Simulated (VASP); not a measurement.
A run of VASP 6.6.1 is set up as follows.

Contents of INCAR:

```
ALGO = Fast
EDIFF = 1E-6
ENCUT = 520
GGA = PE
ISIF = 2
ISMEAR = 0
LASPH = T
LCHARG = F
LREAL = F
LWAVE = F
NBANDS = 19
NELM = 100
PREC = Accurate
SIGMA = 0.1
```

Contents of KPOINTS:

```
k-points
0
Gamma
  18 18 10
```

The input POSCAR:

```
Ti
1.0
    2.9132024128      0.0000000000      0.0000000000
   -1.4566012064      2.5229072959      0.0000000000
    0.0000000000      0.0000000000      4.6115698679
Ti
2
Direct
    0.3333333333      0.6666666667      0.2500000000
    0.6666666667      0.3333333333      0.7500000000
```

Potentials or basis: VASP PAW PBE potentials, release 64 (Ti_sv).

Launch:

```console
$ cat potpaw_PBE.64/Ti_sv/POTCAR > POTCAR
$ mpirun -np 1 vasp_std > vasp.out
```

Question: What does it give for the band gap on the k mesh?

Answer: Zero (bands 12 and 13 overlap by 1.11 eV).

Question: Predict the pressure.

Answer: 2.6 GPa.
